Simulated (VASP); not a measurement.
# Al3Ni2 (P-3m1) in VASP: notebook

Runs on Al3Ni2. Level: PBEsol. Tasks: single point.

All numbers are computed with VASP 6.6.1; they aren't measurements. Logs are shortened: lines on timing, memory, paths and dates and some standing lists are left out, and cuts for length are marked.

## (1) The cell of the first run

It takes space group P-3m1 (No. 164, trigonal). The conventional cell has a = 3.903 Å, b = 3.903 Å, c = 4.738 Å, α = 90.00°, β = 90.00°, γ = 120.00°. Within 3.1 Å of Al (site symmetry -3m) lie 6 Ni at 2.36 Å and 6 Al at 2.80 Å. Al (site symmetry 3m) has 5 Ni at 2.36 to 2.46 Å and 6 Al at 2.65 to 2.80 Å within 3.1 Å. Ni (site symmetry 3m) has 8 Al at 2.36 to 2.46 Å and 3 Ni at 2.64 Å within 3.1 Å.

## (2) Single point, PBEsol (strain -0.025 along x and y, -0.025 along z)

Contents of INCAR:

```
SYSTEM = Al3Ni2
ALGO = Fast
EDIFF = 1E-6
ENCUT = 520
GGA = PS
ISIF = 2
ISMEAR = 0
LASPH = .TRUE.
LCHARG = .FALSE.
LREAL = .FALSE.
LWAVE = .FALSE.
NBANDS = 22
NELM = 80
PREC = Accurate
SIGMA = 0.15
```

Contents of KPOINTS:

```
k-points
0
G
  12 12 10
  0 0 0
```

Contents of POSCAR:

```
Al3Ni2
1.0
    3.9030611522      0.0000000000      0.0000000000
   -1.9515305761      3.3801501104      0.0000000000
    0.0000000000      0.0000000000      4.7379779954
Al Ni
3 2
Direct
    0.0000000000      0.0000000000      0.0000000000
    0.3333333333      0.6666666667      0.6477829059
    0.6666666667      0.3333333333      0.3522170941
    0.3333333333      0.6666666667      0.1455709067
    0.6666666667      0.3333333333      0.8544290933
```

Potentials or basis: VASP PAW PBE potentials, release 64 (Al, Ni).

Started as:

```bash
> cat potpaw_PBE.64/Al/POTCAR potpaw_PBE.64/Ni/POTCAR > POTCAR
> mpirun -np 1 vasp_std > vasp.out
```

OUTCAR:

```text
SYSTEM = Al3Ni2
   EDIFF = 1E-6
   ENCUT = 520
   GGA = PS
   ISIF = 2
   ISMEAR = 0
   LASPH = .TRUE.
   LREAL = .FALSE.
   NELM = 80
   PREC = Accurate

 ion  position               nearest neighbor table
   1  0.000  0.000  0.000-   4 2.36   5 2.36   5 2.36   4 2.36   5 2.36   4 2.36   2 2.80   3 2.80
                             2 2.80   3 2.80   3 2.80   2 2.80
   2  0.333  0.667  0.648-   4 2.36   4 2.38   5 2.46   5 2.46   5 2.46   3 2.65   3 2.65   3 2.65
                             1 2.80   1 2.80   1 2.80
   3  0.667  0.333  0.352-   5 2.36   5 2.38   4 2.46   4 2.46   4 2.46   2 2.65   2 2.65   2 2.65
                             1 2.80   1 2.80   1 2.80
   4  0.333  0.667  0.146-   1 2.36   1 2.36   1 2.36   2 2.36   2 2.38   3 2.46   3 2.46   3 2.46
                             5 2.64   5 2.64   5 2.64
   5  0.667  0.333  0.854-   1 2.36   1 2.36   1 2.36   3 2.36   3 2.38   2 2.46   2 2.46   2 2.46
                             4 2.64   4 2.64   4 2.64

  LATTYP: Found a hexagonal cell.
 ALAT       =     3.9030611522
 C/A-ratio  =     1.2139133390

  Lattice vectors:

 A1 = (   3.9030611522,   0.0000000000,   0.0000000000)
 A2 = (  -1.9515305761,   3.3801501104,   0.0000000000)
 A3 = (   0.0000000000,   0.0000000000,   4.7379779954)

Analysis of symmetry for initial positions (statically):
=====================================================================
 Subroutine PRICEL returns:
 Original cell was already a primitive cell.

 Routine SETGRP: Setting up the symmetry group for a
 hexagonal supercell.

 Subroutine GETGRP returns: Found 12 space group operations
 (whereof 12 operations were pure point group operations)
 out of a pool of 24 trial point group operations.

The static configuration has the point symmetry D_3d.

Analysis of symmetry for dynamics (positions and initial velocities):
=====================================================================
 Subroutine PRICEL returns:
 Original cell was already a primitive cell.

 Routine SETGRP: Setting up the symmetry group for a
 hexagonal supercell.

 Subroutine GETGRP returns: Found 12 space group operations
 (whereof 12 operations were pure point group operations)
 out of a pool of 24 trial point group operations.

The dynamic configuration has the point symmetry D_3d.

 Subroutine INISYM returns: Found 12 space group operations
 (whereof 12 operations are pure point group operations),
 and found     1 'primitive' translations

----------------------------------------------------------------------------------------

                                     Primitive cell

  volume of cell :      62.5078

  direct lattice vectors                    reciprocal lattice vectors
     3.903061152  0.000000000  0.000000000     0.256209155  0.147922425  0.000000000
    -1.951530576  3.380150110  0.000000000     0.000000000  0.295844849  0.000000000
     0.000000000  0.000000000  4.737977995     0.000000000  0.000000000  0.211060499

  length of vectors
     3.903061152  3.903061152  4.737977995     0.295844849  0.295844849  0.211060499

  position of ions in fractional coordinates (direct lattice)
     0.000000000  0.000000000  0.000000000
     0.333333333  0.666666667  0.647782906
     0.666666667  0.333333333  0.352217094
     0.333333333  0.666666667  0.145570907
     0.666666667  0.333333333  0.854429093

  ion indices of the primitive-cell ions
   primitive index   ion index
                 1           1
                 2           2
                 3           3
                 4           4
                 5           5

----------------------------------------------------------------------------------------

 KPOINTS: k-points

Automatic generation of k-mesh.
 Grid dimensions read from file:
 generate k-points for:   12   12   10

 Generating k-lattice:

  Cartesian coordinates                     Fractional coordinates (reciprocal lattice)
     0.021350763  0.012326869  0.000000000     0.083333333  0.000000000  0.000000000
     0.000000000  0.024653737  0.000000000     0.000000000  0.083333333  0.000000000
     0.000000000  0.000000000  0.021106050     0.000000000  0.000000000  0.100000000

  Length of vectors
     0.024653737  0.024653737  0.021106050

  Shift w.r.t. Gamma in fractional coordinates (k-lattice)
     0.000000000  0.000000000  0.000000000

 Subroutine IBZKPT returns following result:
 ===========================================

 Found    162 irreducible k-points:

 Following reciprocal coordinates:
            Coordinates               Weight
  0.000000  0.000000  0.000000      1.000000
  0.083333  0.000000  0.000000      6.000000
  0.166667  0.000000  0.000000      6.000000
  0.250000  0.000000  0.000000      6.000000
  0.333333  0.000000  0.000000      6.000000
  0.416667  0.000000  0.000000      6.000000
[... 16 lines left out ...]
  0.166667  0.000000  0.100000      6.000000
  0.000000  0.166667  0.100000      6.000000
 [... further k-points ...]
   k-points           NKPTS =    162   k-points in BZ     NKDIM =    162   number of bands    NBANDS=     22
   number of dos      NEDOS =    301   number of ions     NIONS =      5
   total plane-waves  NPLWV =  32400
   dimension x,y,z NGX =    30 NGY =   30 NGZ =   36
   dimension x,y,z NGXF=    60 NGYF=   60 NGZF=   72
   ions per type =               3   2
   NGX,Y,Z   is equivalent  to a cutoff of  12.78, 12.78, 12.63 a.u.
   NGXF,Y,Z  is equivalent  to a cutoff of  25.56, 25.56, 25.26 a.u.
 SYSTEM =  Al3Ni2
   PREC   = accura    normal or accurate (medium, high low for compatibility)
   ISTART =      0    job   : 0-new  1-cont  2-samecut
   ICHARG =      2    charge: 1-file 2-atom 10-const
   ISPIN  =      1    spin polarized calculation?
   LNONCOLLINEAR =      F non collinear calculations
   LSORBIT =      F    spin-orbit coupling
   LASPH  =      T    aspherical Exc in radial PAW
   ENCUT  =  520.0 eV  38.22 Ry    6.18 a.u.   7.26  7.26  8.81*2*pi/ulx,y,z
   NELM   =     80;   NELMIN=  2; NELMDL= -5     # of ELM steps
   EDIFF  = 0.1E-05   stopping-criterion for ELM
   LREAL  =      F    real-space projection
   EDIFFG = 0.1E-04   stopping-criterion for IOM
   NSW    =      0    number of steps for IOM
   IBRION =     -1    ionic relax: 0-MD 1-quasi-New 2-CG
   NFREE  =      0    steps in history (QN), initial steepest desc. (CG)
   ISIF   =      2    stress and relaxation
   ISYM   =      2    0-nonsym 1-usesym 2-fastsym
   POTIM  = 0.5000    time-step for ionic-motion
   TEBEG  =    0.0;   TEEND  =   0.0 temperature during run
   PSTRESS=    0.0 pullay stress
   NELECT =      29.0000    total number of electrons
   NUPDOWN=      -1.0000    fix difference up-down
   EMIN   =  10.00;   EMAX   =-10.00  energy-range for DOS
   EFERMI =   0.00;   METHOD = LEGACY
   ISMEAR =     0;   SIGMA  =   0.15  broadening in eV -4-tet -1-fermi 0-gaus
   EFERMI_NEDOS =   21; number of points for ismear=-14 and -15
   IALGO  =     68    algorithm
   IMIX   =      4    mixing-type and parameters
     AMIX     =   0.40;   BMIX     =  1.00
     AMIX_MAG =   1.60;   BMIX_MAG =  1.00
  volume/ion in A,a.u.               =      12.50        84.36
  Fermi-wavevector in a.u.,A,eV,Ry     =   1.267348  2.394941 21.853298  1.606172
  Thomas-Fermi vector in A             =   2.400501
   LORBIT       =      0    0 simple, 1 ext, 2 COOP (PROOUT), +10 PAW based schemes
   GGA     = PS    functional components
   LHFCALC =     F    Hartree Fock is set to
   AEXX    =    0.0000 exact exchange contribution
   IVDW    =     0    specifies the selected vdW correction
   LEPSILON=     F    determine dielectric tensor
   LRPA    =     F    only Hartree local field effects (RPA)
 non-spin polarized calculation
 RMM-DIIS sequential band-by-band and
 Gauss-broadening in eV      SIGMA  =   0.15
  energy-cutoff  :      520.00
  volume of cell :       62.51
 maximum number of plane-waves:      1707
 NGX is ok and might be reduce to    30
   NGX = 15   NGY = 15   NGZ = 17

 number of electron      29.0000030 magnetization

 Free energy of the ion-electron system (eV)
  ---------------------------------------------------
  ext. energy  EPLUGINS =         0.00000000
  ---------------------------------------------------
  free energy    TOTEN  =       -27.47871461 eV

  energy without entropy =      -27.46404738  energy(sigma->0) =      -27.47138099

 E-fermi :   9.4065     XC(G=0): -11.7071

 val. band max:        9.3965888464   @ k =   0.1667   0.0833   0.5000
 cond. band min:       9.4126435901   @ k =   0.0833   0.0833   0.0000
 fundamental gap:      0.0160547437
 Fermi energy:         9.4064814806

 k-point     1 :       0.0000    0.0000    0.0000
  band No.  band energies     occupation
      1      -1.6595      2.00000
      2       3.8660      2.00000
      3       4.3449      2.00000
      4       5.4875      2.00000
      5       5.4875      2.00000
      6       6.0721      2.00000
[... 14 lines left out ...]
     21      16.7857      0.00000
     22      16.8041      0.00000

 k-point     2 :       0.0833    0.0000    0.0000
  band No.  band energies     occupation
      1      -1.5675      2.00000
      2       3.9201      2.00000
      3       4.3746      2.00000
      4       5.4522      2.00000
      5       5.5257      2.00000
      6       6.0281      2.00000
[... 14 lines left out ...]
     21      16.2250      0.00000
     22      16.3181      0.00000

 k-point     3 :       0.1667    0.0000    0.0000
  band No.  band energies     occupation
      1      -1.2932      2.00000
      2       4.0663      2.00000
      3       4.4284      2.00000
      4       5.3303      2.00000
      5       5.6381      2.00000
      6       5.8984      2.00000
[... 14 lines left out ...]
     21      15.8543      0.00000
     22      16.2956      0.00000
[... 476 lines left out ...]
 k-point    23 :       0.1667    0.0000    0.1000
  band No.  band energies     occupation
      1      -1.2284      2.00000
      2       3.5206      2.00000
      3       4.7041      2.00000
      4       5.3885      2.00000
      5       5.6403      2.00000
      6       5.8975      2.00000
[... 14 lines left out ...]
     21      15.8291      0.00000
     22      16.9027      0.00000

 k-point    24 :       0.0000    0.1667    0.1000
  band No.  band energies     occupation
      1      -1.2287      2.00000
      2       3.5286      2.00000
      3       4.7511      2.00000
      4       5.3121      2.00000
      5       5.6141      2.00000
      6       5.9421      2.00000
[... 14 lines left out ...]
     21      15.9180      0.00000
     22      16.3226      0.00000

 [... further k-points ...]
[... 5 lines left out ...]
  --------------------------------------------------------------------------------------
  -------------------------------------------------------------------------------------
  Total        5.0949694      5.0949694      5.4396412      0.0000000     -0.0000000      0.0000000
  in kB      130.5923641    130.5923641    139.4268632      0.0000000     -0.0000000      0.0000000
  external PRESSURE =     133.5371971 kB  Pullay stress =       0.0000000 kB

 VOLUME and BASIS-vectors are now :
 -----------------------------------------------------------------------------
  energy-cutoff  :      520.00
  volume of cell :       62.51
      direct lattice vectors                 reciprocal lattice vectors
     3.903061152  0.000000000  0.000000000     0.256209155  0.147922425  0.000000000
    -1.951530576  3.380150110  0.000000000     0.000000000  0.295844849  0.000000000
     0.000000000  0.000000000  4.737977995     0.000000000  0.000000000  0.211060499

 POSITION                                       TOTAL-FORCE (eV/Angst)
 -----------------------------------------------------------------------------------
      0.00000      0.00000      0.00000        -0.000000      0.000000     -0.000000
     -0.00000      2.25343      3.06918         0.000000      0.000000     -0.145224
      1.95153      1.12672      1.66880        -0.000000     -0.000000      0.145224
     -0.00000      2.25343      0.68971         0.000000      0.000000      0.132261
      1.95153      1.12672      4.04827        -0.000000     -0.000000     -0.132261
 -----------------------------------------------------------------------------------
    total drift:                               -0.000000      0.000000      0.000000

  FREE ENERGIE OF THE ION-ELECTRON SYSTEM (eV)
  ---------------------------------------------------
  free  energy   TOTEN  =       -27.4787146051 eV

  energy  without entropy=      -27.4640473810  energy(sigma->0) =      -27.47138099
```

It took 2 min on 1 thread of Intel Xeon 6975P-C (Granite Rapids), shared host; peak memory 0.32 GiB.

What came out:

- Free energy: -27.4787 eV
- Pressure: 13.4 GPa
- Largest force: 0.145 eV/Å
- Band gap on the k mesh: zero (an odd number of electrons rules out a gap without spin polarisation)

Forces on the atoms (eV/Å):
```
Al   0.000  0.000  0.000
Al   0.000  0.000 -0.145
Al   0.000  0.000  0.145
Ni   0.000  0.000  0.132
Ni   0.000  0.000 -0.132
```

Levels at points of the mesh, in eV from the Fermi level:
```tsv
k point	band 11	band 12	band 13	band 14	band 15	band 16	band 17	band 18	band 19	band 20
(0.00, 0.00, 0.00)	-1.85	-1.85	-1.42	1.33	1.33	3.34	3.34	4.77	5.33	7.37
(0.50, 0.00, 0.00)	-2.13	-2.03	-1.72	-1.66	-1.31	1.52	2.23	2.50	4.98	5.58
(0.00, 0.00, 0.50)	-1.96	-1.96	2.91	2.91	2.92	2.92	3.33	4.57	4.71	4.71
(0.50, 0.00, 0.50)	-2.08	-1.93	-1.91	-1.15	-0.36	1.65	2.26	3.59	6.66	7.75
```

Caveat: the cell differs from its parent crystal (strain -0.025 along x and y, -0.025 along z); the cell stands under pressure; the PAW data sets were made with another functional, which shifts forces and pressure a little. Spin polarisation is off, so any magnetic state and its effect on volume and gap are missing.

## (3) Single point, PBEsol (strain -0.050 along x and y, +0.050 along z)

Contents of INCAR:

```
ALGO = Fast ; EDIFF = 1E-7
ENCUT = 520 ; GGA = PS
ISIF = 2 ; ISMEAR = 0
LASPH = True ; LCHARG = True
LELF = True ; LREAL = False
LVHAR = True ; LWAVE = False
NBANDS = 22 ; NELM = 80
PREC = Accurate ; SIGMA = 0.15
```

Contents of KPOINTS:

```
k-points
0
Gamma
  12 12 10
```

POSCAR, as its differences from that of step 2:

```diff
@@ -2,5 +2,5 @@
 1.0
-    3.9030611522      0.0000000000      0.0000000000
-   -1.9515305761      3.3801501104      0.0000000000
-    0.0000000000      0.0000000000      4.7379779954
+    3.8029826611      0.0000000000      0.0000000000
+   -1.9014913305      3.2934795947      0.0000000000
+    0.0000000000      0.0000000000      5.1024378412
 Al Ni
```

Potentials or basis: VASP PAW PBE potentials, release 64 (Al, Ni).

Started as:

```bash
> cat potpaw_PBE.64/Al/POTCAR potpaw_PBE.64/Ni/POTCAR > POTCAR
> mpirun -np 1 vasp_std > vasp.out
```

Wall time 2 min (1 thread of Intel Xeon 6975P-C (Granite Rapids), shared host); peak memory 0.31 GiB.

It converged, with:

```yaml
Free_energy: -27.2817 eV
Pressure: 9.3 GPa
Largest_force: 0.299 eV/Å
Band_gap_on_the_k_mesh: zero (an odd number of electrons rules out a gap without spin polarisation)
```

Forces in eV/Å, atoms in the order of the input:
```
Al   0.000  0.000  0.000
Al   0.000  0.000  0.030
Al   0.000  0.000 -0.030
Ni   0.000  0.000  0.299
Ni   0.000  0.000 -0.299
```

Stress tensor (GPa, compression positive):
```
16.51  0.00  0.00
 0.00 16.51  0.00
 0.00  0.00 -4.98
```

Levels at points of the mesh, in eV from the Fermi level:
```csv
k point,band 11,band 12,band 13,band 14,band 15,band 16,band 17,band 18,band 19,band 20
"(0.00, 0.00, 0.00)",-1.81,-1.81,-1.47,1.86,1.86,3.84,3.84,5.40,5.84,7.03
"(0.50, 0.00, 0.00)",-2.12,-1.85,-1.78,-1.69,-1.66,1.06,1.59,2.75,4.59,5.10
"(0.00, 0.00, 0.50)",-1.89,-1.89,2.03,3.15,3.15,3.33,3.33,3.37,5.05,5.06
"(0.50, 0.00, 0.50)",-2.19,-2.14,-1.96,-1.30,-0.24,1.62,2.55,3.94,5.14,6.14
```

Caveat: the cell differs from its parent crystal (strain -0.050 along x and y, +0.050 along z); the stress differs along the axes, from -5 to 17 GPa; the PAW data sets were made with another functional, which shifts forces and pressure a little.
